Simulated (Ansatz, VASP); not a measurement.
# Y4N in VASP and in Ansatz

Contents of INCAR:

```
SYSTEM = Y4N
ALGO = Normal
EDIFF = 1E-6
EDIFFG = -0.01
ENCUT = 600
GGA = PE
IBRION = 2
ISIF = 3
ISMEAR = 0
LASPH = .True.
LCHARG = .False.
LREAL = .False.
LWAVE = .False.
NELM = 100
NSW = 100
PREC = Accurate
SIGMA = 0.1
```

KPOINTS

```
k-points
0
Gamma
  8 8 8
  0 0 0
```

File POSCAR:

```
Y4N
1.0
    4.9782778570      0.0000000000      0.0000000000
    0.0000000000      4.9782778570      0.0000000000
    0.0000000000      0.0000000000      4.9782778570
Y N
4 1
Direct
    0.0000000000      0.0000000000      0.0000000000
    0.5000000000      0.5000000000      0.0000000000
    0.5000000000      0.0000000000      0.5000000000
    0.0000000000      0.5000000000      0.5000000000
    0.5000000000      0.5000000000      0.5000000000
```

Input for Ansatz:

```yaml
crystal:
  lattice:
    - [4.978277857, 0.0, 0.0]
    - [0.0, 4.978277857, 0.0]
    - [0.0, 0.0, 4.978277857]
  atoms:
    - { symbol: "Y", position: [0.0, 0.0, 0.0] }
    - { symbol: "Y", position: [0.5, 0.5, 0.0] }
    - { symbol: "Y", position: [0.5, 0.0, 0.5] }
    - { symbol: "Y", position: [0.0, 0.5, 0.5] }
    - { symbol: "N", position: [0.5, 0.5, 0.5] }
basis:
  ecutwfc: 420
kpoints:
  mp_grid: { grid: [8, 8, 8] }
hamiltonian:
  xc: pbe
scf:
  occupations: { method: gaussian, width: 0.1 }
output:
  forces: true
  stress: true
  eigenvalues: true
  write_density: true
  write_potential: true
  elf: true
  volumetric_format: npy
relax:
  adjacent_minimum: "off"
  f_tol: 0.01
  max_steps: 80
  cell: { stress_tol: 0.05 }
```

Change from the starting cell: species swapped into the Ni4N type (Pm-3m, No. 221).

Alike in both runs: task relaxation of cell and atoms; functional PBE; k mesh 8 × 8 × 8; occupations gaussian, width 0.1 eV; no spin polarisation.

```csv
,VASP,Ansatz
version,VASP 6.6.1,Ansatz 0.2.0
potentials or method,"VASP PAW PBE potentials, release 64 (Y_sv, N), cutoff 600 eV","scalar-relativistic, plane waves, PAW"
valence electrons in the cell,49,49
```

|  | VASP | Ansatz | Ansatz less VASP |
| --- | --- | --- | --- |
| gap on the k mesh at the Fermi level, each at its own relaxed structure (eV) | none | none | - |
| relaxed volume (Å³/atom) | 24.62 | 24.68 | +0.056 |
| relaxed length of the cell vector where the two differ most in proportion (Å) | 4.975 | 4.978 | +0.0038 |

A gap of «none» marks a metal or a gap that the smearing closes.
